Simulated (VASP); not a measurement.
Set up this calculation in VASP 6.6.1, as the native input.

```yaml
Task: single point
Functional: PBE
Dispersion: D3(BJ)
Potentials_or_basis: VASP PAW PBE potentials, release 64 (Sn_d, Se)
Cutoff: 520 eV
k_mesh: 4 × 4 × 4
Occupations: gaussian, width 0.03 eV
Spin: no spin polarisation
Dipole_correction: no
Further_INCAR_settings: ALGO = Normal; EDIFF = 1e-07; NBANDS = 50
```

The structure of SnSe lies in POSCAR:

```
SnSe
1.0
    4.2220107900      4.2220107900      0.0000000000
    4.2220107900     -4.2220107900      0.0000000000
    0.0000000000      0.0000000000     -5.9710971952
Sn Se
4 4
Direct
    0.7502071961      0.7508221058      0.7498511210
    0.2504005706      0.2516114003      0.7496305689
    0.2501774085      0.7507982766      0.2498148611
    0.7500886771      0.2499619623      0.2499140821
    0.2498882925      0.2494999503      0.2502996922
    0.7496934510      0.7488849113      0.2502804179
    0.7496723665      0.2494986204      0.7500973035
    0.2498720379      0.7489227727      0.7501119533
```

One way to write it, as run:

INCAR

```
  PREC = Accurate
  ENCUT = 520
  EDIFF = 1E-7
  ISMEAR = 0
  SIGMA = 0.03
  LREAL = F
  LASPH = T
  NELM = 100
  ALGO = Normal
  ISIF = 2
  LWAVE = F
  LCHARG = T
  GGA = PE
  IVDW = 12
  LELF = T
  LVHAR = T
  NBANDS = 50
```

KPOINTS

```
Automatic mesh
0
Gamma
  4 4 4
```

Potentials or basis: VASP PAW PBE potentials, release 64 (Sn_d, Se).

Command:

```console
$ cat potpaw_PBE.64/Sn_d/POTCAR potpaw_PBE.64/Se/POTCAR > POTCAR
$ mpirun -np 1 vasp_std > vasp.out
```

It gave:

```yaml
Pressure: -0.1 GPa
Largest_force: 0.010 eV/Å
Band_gap_on_the_k_mesh: 0.69 eV
Dispersion_energy_per_atom: -0.362 eV
```

Caveat: spin-orbit coupling is left out, which moves the levels of the heavy elements.

Run time: 6.5 min on 1 thread of Intel(R) Xeon(R) Platinum 8124M CPU @ 3.00GHz (Skylake/Cascade Lake), on a shared host, peak memory 0.52 GiB.
